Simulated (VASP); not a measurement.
# N (Pa-3) in VASP: settings compared

Aim: see how the results for N move with the level of theory and the settings. Levels: PBE, r2SCAN. Tasks: single point.

Program: VASP 6.6.1. These are calculated values, not measurements. Logs are shortened: lines on timing, memory, paths and dates and some standing lists are left out, and cuts for length are marked.

**1. The cell of the first run**

It takes space group Pa-3 (No. 205, cubic). The conventional cell has a = 5.478 Å, b = 5.478 Å, c = 5.478 Å, α = 90.00°, β = 90.00°, γ = 90.00°. Within 1.5 Å of N (site symmetry 3) lie 1 N at 1.09 Å.

**2. Single point, PBE**

INCAR

```
PREC = Accurate
ENCUT = 520
EDIFF = 1E-7
ISMEAR = 0
SIGMA = 0.01
LREAL = F
LASPH = T
NELM = 60
ALGO = Normal
ISIF = 2
LWAVE = F
LCHARG = F
GGA = PE
NBANDS = 30
```

KPOINTS

```
regular mesh
0
Gamma
  6 6 6
```

POSCAR

```
N
1.0
    5.4776473101      0.0000000000      0.0000000000
    0.0000000000      5.4776473101      0.0000000000
    0.0000000000      0.0000000000      5.4776473101
N
8
Direct
    0.0576093118      0.0576093118      0.0576093118
    0.4423906882      0.9423906882      0.5576093118
    0.5576093118      0.4423906882      0.9423906882
    0.9423906882      0.5576093118      0.4423906882
    0.9423906882      0.9423906882      0.9423906882
    0.5576093118      0.0576093118      0.4423906882
    0.4423906882      0.5576093118      0.0576093118
    0.0576093118      0.4423906882      0.5576093118
```

Potentials or basis: VASP PAW PBE potentials, release 64 (N).

Command:

```
> cat potpaw_PBE.64/N/POTCAR > POTCAR
> mpirun -np 1 vasp_std > vasp.out
```

OUTCAR:

```text
PREC = Accurate
   ENCUT = 520
   EDIFF = 1E-7
   ISMEAR = 0
   LREAL = F
   LASPH = T
   NELM = 60
   ISIF = 2
   GGA = PE

 ion  position               nearest neighbor table
   1  0.058  0.058  0.058-   5 1.09
   2  0.442  0.942  0.558-   6 1.09
   3  0.558  0.442  0.942-   7 1.09
   4  0.942  0.558  0.442-   8 1.09
   5  0.942  0.942  0.942-   1 1.09
   6  0.558  0.058  0.442-   2 1.09
   7  0.442  0.558  0.058-   3 1.09
   8  0.058  0.442  0.558-   4 1.09

  LATTYP: Found a simple cubic cell.
 ALAT       =     5.4776473101

  Lattice vectors:

 A1 = (   5.4776473101,   0.0000000000,   0.0000000000)
 A2 = (   0.0000000000,   5.4776473101,   0.0000000000)
 A3 = (   0.0000000000,   0.0000000000,   5.4776473101)

Analysis of symmetry for initial positions (statically):
=====================================================================
 Subroutine PRICEL returns:
 Original cell was already a primitive cell.

 Routine SETGRP: Setting up the symmetry group for a
 simple cubic supercell.

 Subroutine GETGRP returns: Found 24 space group operations
 (whereof  6 operations were pure point group operations)
 out of a pool of 48 trial point group operations.

The static configuration has the point symmetry S_6 .
 The point group associated with its full space group is T_h .

Analysis of symmetry for dynamics (positions and initial velocities):
=====================================================================
 Subroutine PRICEL returns:
 Original cell was already a primitive cell.

 Routine SETGRP: Setting up the symmetry group for a
 simple cubic supercell.

 Subroutine GETGRP returns: Found 24 space group operations
 (whereof  6 operations were pure point group operations)
 out of a pool of 48 trial point group operations.

The dynamic configuration has the point symmetry S_6 .
 The point group associated with its full space group is T_h .

 Subroutine INISYM returns: Found 24 space group operations
 (whereof  6 operations are pure point group operations),
 and found     1 'primitive' translations

----------------------------------------------------------------------------------------

                                     Primitive cell

  volume of cell :     164.3547

  direct lattice vectors                    reciprocal lattice vectors
     5.477647310  0.000000000  0.000000000     0.182560129  0.000000000  0.000000000
     0.000000000  5.477647310  0.000000000     0.000000000  0.182560129  0.000000000
     0.000000000  0.000000000  5.477647310     0.000000000  0.000000000  0.182560129

  length of vectors
     5.477647310  5.477647310  5.477647310     0.182560129  0.182560129  0.182560129

  position of ions in fractional coordinates (direct lattice)
     0.057609312  0.057609312  0.057609312
     0.442390688  0.942390688  0.557609312
     0.557609312  0.442390688  0.942390688
     0.942390688  0.557609312  0.442390688
     0.942390688  0.942390688  0.942390688
     0.557609312  0.057609312  0.442390688
     0.442390688  0.557609312  0.057609312
     0.057609312  0.442390688  0.557609312

  ion indices of the primitive-cell ions
   primitive index   ion index
                 1           1
                 2           2
                 3           3
                 4           4
                 5           5
                 6           6
                 7           7
                 8           8

----------------------------------------------------------------------------------------

 KPOINTS: regular mesh

Automatic generation of k-mesh.
 Grid dimensions read from file:
 generate k-points for:    6    6    6

 Generating k-lattice:

  Cartesian coordinates                     Fractional coordinates (reciprocal lattice)
     0.030426688  0.000000000  0.000000000     0.166666667  0.000000000  0.000000000
     0.000000000  0.030426688  0.000000000     0.000000000  0.166666667  0.000000000
     0.000000000  0.000000000  0.030426688     0.000000000  0.000000000  0.166666667

  Length of vectors
     0.030426688  0.030426688  0.030426688

  Shift w.r.t. Gamma in fractional coordinates (k-lattice)
     0.000000000  0.000000000  0.000000000

 Subroutine IBZKPT returns following result:
 ===========================================

 Found     24 irreducible k-points:

 Following reciprocal coordinates:
            Coordinates               Weight
  0.000000  0.000000  0.000000      1.000000
  0.166667  0.000000  0.000000      6.000000
  0.333333  0.000000  0.000000      6.000000
  0.500000  0.000000  0.000000      3.000000
  0.166667  0.166667  0.000000     12.000000
  0.333333  0.166667  0.000000     12.000000
[... 16 lines left out ...]
  0.500000  0.500000  0.333333      6.000000
  0.500000  0.500000  0.500000      1.000000
   k-points           NKPTS =     24   k-points in BZ     NKDIM =     24   number of bands    NBANDS=     30
   number of dos      NEDOS =    301   number of ions     NIONS =      8
   total plane-waves  NPLWV =  74088
   dimension x,y,z NGX =    42 NGY =   42 NGZ =   42
   dimension x,y,z NGXF=    84 NGYF=   84 NGZF=   84
   ions per type =               8
   NGX,Y,Z   is equivalent  to a cutoff of  12.75, 12.75, 12.75 a.u.
   NGXF,Y,Z  is equivalent  to a cutoff of  25.49, 25.49, 25.49 a.u.
 SYSTEM =  unknown system
   PREC   = accura    normal or accurate (medium, high low for compatibility)
   ISTART =      0    job   : 0-new  1-cont  2-samecut
   ICHARG =      2    charge: 1-file 2-atom 10-const
   ISPIN  =      1    spin polarized calculation?
   LNONCOLLINEAR =      F non collinear calculations
   LSORBIT =      F    spin-orbit coupling
   LASPH  =      T    aspherical Exc in radial PAW
   ENCUT  =  520.0 eV  38.22 Ry    6.18 a.u.  10.18 10.18 10.18*2*pi/ulx,y,z
   NELM   =     60;   NELMIN=  2; NELMDL= -5     # of ELM steps
   EDIFF  = 0.1E-06   stopping-criterion for ELM
   LREAL  =      F    real-space projection
   EDIFFG = 0.1E-05   stopping-criterion for IOM
   NSW    =      0    number of steps for IOM
   IBRION =     -1    ionic relax: 0-MD 1-quasi-New 2-CG
   NFREE  =      0    steps in history (QN), initial steepest desc. (CG)
   ISIF   =      2    stress and relaxation
   ISYM   =      2    0-nonsym 1-usesym 2-fastsym
   POTIM  = 0.5000    time-step for ionic-motion
   TEBEG  =    0.0;   TEEND  =   0.0 temperature during run
   PSTRESS=    0.0 pullay stress
   NELECT =      40.0000    total number of electrons
   NUPDOWN=      -1.0000    fix difference up-down
   EMIN   =  10.00;   EMAX   =-10.00  energy-range for DOS
   EFERMI =   0.00;   METHOD = LEGACY
   ISMEAR =     0;   SIGMA  =   0.01  broadening in eV -4-tet -1-fermi 0-gaus
   EFERMI_NEDOS =   21; number of points for ismear=-14 and -15
   IALGO  =     38    algorithm
   IMIX   =      4    mixing-type and parameters
     AMIX     =   0.40;   BMIX     =  1.00
     AMIX_MAG =   1.60;   BMIX_MAG =  1.00
  volume/ion in A,a.u.               =      20.54       138.64
  Fermi-wavevector in a.u.,A,eV,Ry     =   1.022117  1.931522 14.214331  1.044724
  Thomas-Fermi vector in A             =   2.155779
   LORBIT       =      0    0 simple, 1 ext, 2 COOP (PROOUT), +10 PAW based schemes
   GGA     = PE    functional components
   LHFCALC =     F    Hartree Fock is set to
   AEXX    =    0.0000 exact exchange contribution
   IVDW    =     0    specifies the selected vdW correction
   LEPSILON=     F    determine dielectric tensor
   LRPA    =     F    only Hartree local field effects (RPA)
 non-spin polarized calculation
 Gauss-broadening in eV      SIGMA  =   0.01
  energy-cutoff  :      520.00
  volume of cell :      164.35
 maximum number of plane-waves:      4468
 NGX is ok and might be reduce to    42
   NGX = 21   NGY = 21   NGZ = 21

 number of electron      39.9999990 magnetization

 Free energy of the ion-electron system (eV)
  ---------------------------------------------------
  ext. energy  EPLUGINS =         0.00000000
  ---------------------------------------------------
  free energy    TOTEN  =       -66.45086416 eV

  energy without entropy =      -66.45086416  energy(sigma->0) =      -66.45086416

 E-fermi :  -6.0729     XC(G=0):  -6.7803

 val. band max:       -6.1372079656   @ k =   0.5000   0.0000   0.0000
 cond. band min:       1.1645983493   @ k =   0.0000   0.0000   0.0000
 fundamental gap:      7.3018063149
 Fermi energy:        -6.0728833933

 k-point     1 :       0.0000    0.0000    0.0000
  band No.  band energies     occupation
      1     -24.6992      2.00000
      2     -24.6255      2.00000
      3     -24.6255      2.00000
      4     -24.6255      2.00000
      5      -9.7080      2.00000
      6      -9.7080      2.00000
[... 22 lines left out ...]
     29       5.4367      0.00000
     30       8.3164      0.00000

 k-point     2 :       0.1667    0.0000    0.0000
  band No.  band energies     occupation
      1     -24.6945      2.00000
      2     -24.6305      2.00000
      3     -24.6255      2.00000
      4     -24.6255      2.00000
      5      -9.7027      2.00000
      6      -9.7009      2.00000
[... 22 lines left out ...]
     29       5.4845      0.00000
     30       7.6334      0.00000

 k-point     3 :       0.3333    0.0000    0.0000
  band No.  band energies     occupation
      1     -24.6809      2.00000
      2     -24.6439      2.00000
      3     -24.6253      2.00000
      4     -24.6253      2.00000
      5      -9.6902      2.00000
      6      -9.6868      2.00000
[... 682 lines left out ...]
     29       6.8554      0.00000
     30       6.8554      0.00000

 k-point    24 :       0.5000    0.5000    0.5000
  band No.  band energies     occupation
      1     -24.6433      2.00000
      2     -24.6433      2.00000
      3     -24.6433      2.00000
      4     -24.6433      2.00000
      5      -9.7133      2.00000
      6      -9.7133      2.00000
[... 22 lines left out ...]
     29       6.9618      0.00000
     30       6.9618      0.00000

------------------------ aborting loop because EDIFF is reached ----------------------------------------

  FORCE on cell =-STRESS in cart. coord.  units (eV):
  Direction    XX          YY          ZZ          XY          YZ          ZX
  --------------------------------------------------------------------------------------
  -------------------------------------------------------------------------------------
  Total        5.2930170      5.2930170      5.2930170      0.0000000      0.0000000      0.0000000
  in kB       51.5978578     51.5978578     51.5978578      0.0000000      0.0000000      0.0000000
  external PRESSURE =      51.5978578 kB  Pullay stress =       0.0000000 kB

 VOLUME and BASIS-vectors are now :
 -----------------------------------------------------------------------------
  energy-cutoff  :      520.00
  volume of cell :      164.35
      direct lattice vectors                 reciprocal lattice vectors
     5.477647310  0.000000000  0.000000000     0.182560129  0.000000000  0.000000000
     0.000000000  5.477647310  0.000000000     0.000000000  0.182560129  0.000000000
     0.000000000  0.000000000  5.477647310     0.000000000  0.000000000  0.182560129

 POSITION                                       TOTAL-FORCE (eV/Angst)
 -----------------------------------------------------------------------------------
      0.31556      0.31556      0.31556         1.799791      1.799791      1.799791
      2.42326      5.16208      3.05439        -1.799791     -1.799791      1.799791
      3.05439      2.42326      5.16208         1.799791     -1.799791     -1.799791
      5.16208      3.05439      2.42326        -1.799791      1.799791     -1.799791
      5.16208      5.16208      5.16208        -1.799791     -1.799791     -1.799791
      3.05439      0.31556      2.42326         1.799791      1.799791     -1.799791
      2.42326      3.05439      0.31556        -1.799791      1.799791      1.799791
      0.31556      2.42326      3.05439         1.799791     -1.799791      1.799791
 -----------------------------------------------------------------------------------
    total drift:                                0.000000      0.000000     -0.000000

  FREE ENERGIE OF THE ION-ELECTRON SYSTEM (eV)
  ---------------------------------------------------
  free  energy   TOTEN  =       -66.4508641586 eV

  energy  without entropy=      -66.4508641586  energy(sigma->0) =      -66.45086416
```

Wall time 79 s (1 thread of Oxide Virtual Turin-like, shared host); peak memory 0.24 GiB.

What came out:

```yaml
Free_energy: -66.4509 eV
Pressure: 5.2 GPa
Largest_force: 3.117 eV/Å
Band_gap_on_the_k_mesh: 7.30 eV (least direct gap 7.34 eV)
```

Forces on the atoms (eV/Å):
```
N    1.800  1.800  1.800
N   -1.800 -1.800  1.800
N    1.800 -1.800 -1.800
N   -1.800  1.800 -1.800
N   -1.800 -1.800 -1.800
N    1.800  1.800 -1.800
N   -1.800  1.800  1.800
N    1.800 -1.800  1.800
```

Caveat: the standard files for N, O and F lose accuracy on very short bonds; the cell stands under pressure; this functional lacks dispersion, which holds the molecules together, so the pressure and a relaxed volume are unreliable; forces of over 1 eV/Å act on the atoms, so gaps and moduli don't describe the material at rest. A k mesh can miss the band edges.

**3. Single point, r2SCAN**

POSCAR is that of step 2.

INCAR.step1

```
SYSTEM = N
PREC = Accurate
ENCUT = 520
ISMEAR = 0
SIGMA = 0.01
LREAL = .FALSE.
LASPH = .TRUE.
NELM = 100
NBANDS = 30
GGA = PE
ALGO = Normal
EDIFF = 1E-4
LWAVE = .TRUE.
LCHARG = .FALSE.
```

INCAR.step2

```
SYSTEM = N
PREC = Accurate
ENCUT = 520
EDIFF = 1E-6
ISMEAR = 0
SIGMA = 0.01
LREAL = .FALSE.
LASPH = .TRUE.
NELM = 100
ALGO = Normal
ISIF = 2
LWAVE = .FALSE.
LCHARG = .TRUE.
METAGGA = R2SCAN
LMIXTAU = .TRUE.
LELF = .TRUE.
LVHAR = .TRUE.
NBANDS = 30
ISTART = 1
```

KPOINTS

```
Automatic mesh
0
G
  6 6 6
  0 0 0
```

Potentials or basis: VASP PAW PBE potentials, release 64 (N).

Command:

```
> cat potpaw_PBE.64/N/POTCAR > POTCAR
> cp INCAR.step1 INCAR
> mpirun -np 1 vasp_std > vasp.out
> cp INCAR.step2 INCAR
> mpirun -np 1 vasp_std > vasp.out
```

OUTCAR:

```text
SYSTEM = N
   PREC = Accurate
   ENCUT = 520
   EDIFF = 1E-6
   ISMEAR = 0
   LREAL = .FALSE.
   LASPH = .TRUE.
   NELM = 100
   ISIF = 2
   METAGGA = R2SCAN
   ISTART = 1

 ion  position               nearest neighbor table
   1  0.058  0.058  0.058-   5 1.09
   2  0.442  0.942  0.558-   6 1.09
   3  0.558  0.442  0.942-   7 1.09
   4  0.942  0.558  0.442-   8 1.09
   5  0.942  0.942  0.942-   1 1.09
[... 1005 lines left out ...]
  -------------------------------------------------------------------------------------
  Total        3.2716514      3.2716514      3.2716514     -0.0000000     -0.0000000      0.0000000
  in kB       31.8930028     31.8930028     31.8930028     -0.0000000     -0.0000000      0.0000000
  external PRESSURE =      31.8930028 kB  Pullay stress =       0.0000000 kB

 VOLUME and BASIS-vectors are now :
 -----------------------------------------------------------------------------
  energy-cutoff  :      520.00
  volume of cell :      164.35
      direct lattice vectors                 reciprocal lattice vectors
     5.477647310  0.000000000  0.000000000     0.182560129  0.000000000  0.000000000
     0.000000000  5.477647310  0.000000000     0.000000000  0.182560129  0.000000000
     0.000000000  0.000000000  5.477647310     0.000000000  0.000000000  0.182560129

 POSITION                                       TOTAL-FORCE (eV/Angst)
 -----------------------------------------------------------------------------------
      0.31556      0.31556      0.31556         1.296854      1.296854      1.296854
      2.42326      5.16208      3.05439        -1.296854     -1.296854      1.296854
      3.05439      2.42326      5.16208         1.296854     -1.296854     -1.296854
      5.16208      3.05439      2.42326        -1.296854      1.296854     -1.296854
      5.16208      5.16208      5.16208        -1.296854     -1.296854     -1.296854
      3.05439      0.31556      2.42326         1.296854      1.296854     -1.296854
      2.42326      3.05439      0.31556        -1.296854      1.296854      1.296854
      0.31556      2.42326      3.05439         1.296854     -1.296854      1.296854
 -----------------------------------------------------------------------------------
    total drift:                                0.000000      0.000000     -0.000000

  FREE ENERGIE OF THE ION-ELECTRON SYSTEM (eV)
  ---------------------------------------------------
  free  energy   TOTEN  =       -72.9054356535 eV

  energy  without entropy=      -72.9054356535  energy(sigma->0) =      -72.90543565
```

Wall time 6.3 min (1 thread of Oxide Virtual Turin-like, shared host); peak memory 0.28 GiB.

Results:

| Item | Value |
| --- | --- |
| Free energy | -72.9054 eV |
| Pressure | 3.2 GPa |
| Largest force | 2.246 eV/Å |
| Band gap on the k mesh | 7.97 eV (least direct gap 8.00 eV) |

Forces on the atoms (eV/Å):
```
N    1.297  1.297  1.297
N   -1.297 -1.297  1.297
N    1.297 -1.297 -1.297
N   -1.297  1.297 -1.297
N   -1.297 -1.297 -1.297
N    1.297  1.297 -1.297
N   -1.297  1.297  1.297
N    1.297 -1.297  1.297
```

Caveat: the standard files for N, O and F lose accuracy on very short bonds; the cell stands under pressure; the PAW data sets were made with another functional, which shifts forces and pressure a little. A k mesh can miss the band edges.
